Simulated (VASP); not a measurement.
Wanted: the native input for a VASP 6.6.1 run.

```yaml
Task: single point
Functional: r2SCAN
Potentials_or_basis: VASP PAW PBE potentials, release 64 (V_sv)
Cutoff: 520 eV
k_mesh: 18 × 18 × 18
Occupations: gaussian, width 0.05 eV
Spin: collinear spin
Starting_moments: "[0.05] μB"
Dipole_correction: no
Further_INCAR_settings: ALGO = Normal; EDIFF = 1e-07; NBANDS = 16
```

The system is V.

```
V
1.0
     0.00000    1.89797    1.89797
     1.89797    0.00000    1.89797
     1.89797    1.89797    0.00000
V
1
Direct
  0.00000 0.00000 0.00000
```

This isn't the form of V at room conditions, which is bcc.

The input as run:

POSCAR

```
V
1.0
    0.0000000000      1.8979659745      1.8979659745
    1.8979659745      0.0000000000      1.8979659745
    1.8979659745      1.8979659745      0.0000000000
V
1
Direct
    0.0000000000      0.0000000000      0.0000000000
```

INCAR.step1

```
SYSTEM = V
  PREC = Accurate
  ENCUT = 520
  ISMEAR = 0
  SIGMA = 0.05
  LREAL = .FALSE.
  LASPH = .TRUE.
  NELM = 150
  ISPIN = 2
  MAGMOM = 0.05
  LMAXMIX = 4
  NBANDS = 16
  GGA = PE
  ALGO = Normal
  EDIFF = 1E-4
  LWAVE = .TRUE.
  LCHARG = .FALSE.
```

INCAR.step2

```
SYSTEM = V
  PREC = Accurate
  ENCUT = 520
  EDIFF = 1E-7
  ISMEAR = 0
  SIGMA = 0.05
  LREAL = .FALSE.
  LASPH = .TRUE.
  NELM = 150
  ALGO = Normal
  ISIF = 2
  LWAVE = .FALSE.
  LCHARG = .TRUE.
  ISPIN = 2
  MAGMOM = 0.05
  LORBIT = 11
  LMAXMIX = 4
  METAGGA = R2SCAN
  LMIXTAU = .TRUE.
  LELF = .TRUE.
  LVHAR = .TRUE.
  NBANDS = 16
  ISTART = 1
```

KPOINTS

```
regular mesh
0
G
  18 18 18
  0 0 0
```

Potentials or basis: VASP PAW PBE potentials, release 64 (V_sv).

The run is started by

```console
$ cat potpaw_PBE.64/V_sv/POTCAR > POTCAR
$ cp INCAR.step1 INCAR
$ mpirun -np 1 vasp_std > vasp.out
$ cp INCAR.step2 INCAR
$ mpirun -np 1 vasp_std > vasp.out
```

Results of the run:

- Pressure: 1.3 GPa
- Net moment: 0.00 μB per cell
- Valence electrons inside the program's atomic spheres: V 11.58

Caveat: the PAW data sets were made with another functional, which shifts forces and pressure a little.

Wall time 7.7 min on 1 thread of Intel Xeon 8259CL, on a shared host, peak memory 0.18 GiB.
